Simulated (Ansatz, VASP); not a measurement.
# Sb: VASP beside Ansatz

INCAR

```
SYSTEM = Sb
ALGO     = Normal         ! electronic algorithm
EDIFF    = 1E-6           ! SCF threshold, eV
ENCUT    = 520            ! plane-wave cutoff, eV
GGA      = PS             ! functional
ISIF     = 2              ! what is computed and relaxed
ISMEAR   = -1             ! smearing method
LASPH    = .TRUE.         ! aspherical terms in the spheres
LCHARG   = .TRUE.         ! write CHGCAR
LELF     = .TRUE.         ! ELF
LREAL    = .FALSE.        ! projectors in reciprocal space
LVHAR    = .TRUE.       
LWAVE    = .FALSE.        ! write WAVECAR
NBANDS   = 18             ! bands
NELM     = 100            ! most SCF steps
PREC     = Accurate       ! precision mode
SIGMA    = 0.05           ! smearing width, eV
```

File KPOINTS:

```
k-points
0
G
  7 7 7
  0 0 0
```

POSCAR

```
Sb
1.0
   -4.0567002343      4.0567002343      2.0389009140
    4.0567002343     -4.0567002343      2.0389009140
    4.0567002343      4.0567002343     -2.0389009140
Sb
4
Direct
    0.6512630600      0.1512630600      0.8025261200
    0.1512630600      0.3487369400      0.5000000000
    0.3487369400      0.8487369400      0.1974738800
    0.8487369400      0.6512630600      0.5000000000
```

input.yaml

```yaml
crystal:
  lattice:
    - [-4.0567002343, 4.0567002343, 2.038900914]
    - [4.0567002343, -4.0567002343, 2.038900914]
    - [4.0567002343, 4.0567002343, -2.038900914]
  atoms:
    - { symbol: Sb, position: [0.65126306, 0.15126306, 0.80252612] }
    - { symbol: Sb, position: [0.15126306, 0.34873694, 0.5] }
    - { symbol: Sb, position: [0.34873694, 0.84873694, 0.19747388] }
    - { symbol: Sb, position: [0.84873694, 0.65126306, 0.5] }
kpoints:
  mp_grid: { grid: [7, 7, 7] }
scf:
  occupations: { method: fermi_dirac, width: 0.05 }
hamiltonian:
  xc: pbesol
  pseudopotentials: { kind: all_electron, lapw: { basis_error: 0.001 } }
output:
  forces: true
  stress: true
  eigenvalues: true
```

Change from the starting cell: volume scaled by 1.02.

Alike in both runs: task single point; functional PBEsol; k mesh 7 × 7 × 7; occupations fermi-dirac, width 0.05 eV; no spin polarisation.

```csv
,VASP,Ansatz
version,VASP 6.6.1,Ansatz 0.2.0
potentials or method,"VASP PAW PBE potentials, release 64 (Sb), cutoff 520 eV","all-electron LAPW, scalar-relativistic"
```

VASP gave:

| Quantity | Value |
| --- | --- |
| gap on the k mesh at the Fermi level (eV) | none |
| pressure (GPa) | -1.6 |
| traceless stress, the component that is largest in VASP (GPa) | -0.10 |
| rms of the force components (eV/Å) | 0.047 |

Q: Which values does Ansatz return?

A: gap on the k mesh at the Fermi level (eV): none; pressure (GPa): -1.7; traceless stress, the component that is largest in VASP (GPa): -0.12; rms of the force components (eV/Å): 0.042.

VASP's potentials were made for PBE, not for PBEsol. Atom by atom the forces differ by 0.005 eV/Å (rms over components). A gap of «none» marks a metal or a gap that the smearing closes. Ansatz ran all-electron here, and VASP with PAW potentials.

Spin-orbit coupling is off throughout.
